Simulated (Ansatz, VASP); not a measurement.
Two plane-wave programs on SiO

```
Si O
1.0
     2.66757    0.00000    0.00000
     0.00000    2.66757    0.00000
     0.00000    0.00000    3.22862
Si O
1 1
Direct
  0.50000 0.50000 0.50000
  0.00000 0.00000 0.00000
```

Change from the starting cell: species swapped into the TlSn type (P4/mmm, No. 123).

Alike in both runs: task relaxation of cell and atoms; functional PBE; k mesh 6 × 6 × 6; occupations gaussian, width 0.1 eV; no spin polarisation.

|  | VASP | Ansatz |
| --- | --- | --- |
| version | VASP 6.6.1 | Ansatz 0.2.0 |
| potentials or method | VASP PAW PBE potentials, release 64 (Si, O), cutoff 600 eV | scalar-relativistic, plane waves, PAW |
| valence electrons in the cell | 10 | 10 |

|  | VASP | Ansatz | Ansatz less VASP |
| --- | --- | --- | --- |
| gap on the k mesh at the Fermi level, each at its own relaxed structure (eV) | none | none | - |
| relaxed volume (Å³/atom) | 11.12 | 11.16 | +0.041 |
| relaxed cell length with the largest relative difference (Å) | 2.790 | 2.799 | +0.0088 |

A gap of «none» marks a metal or a gap that the smearing closes.

The k mesh is coarse, so the values compare programs but aren't converged.
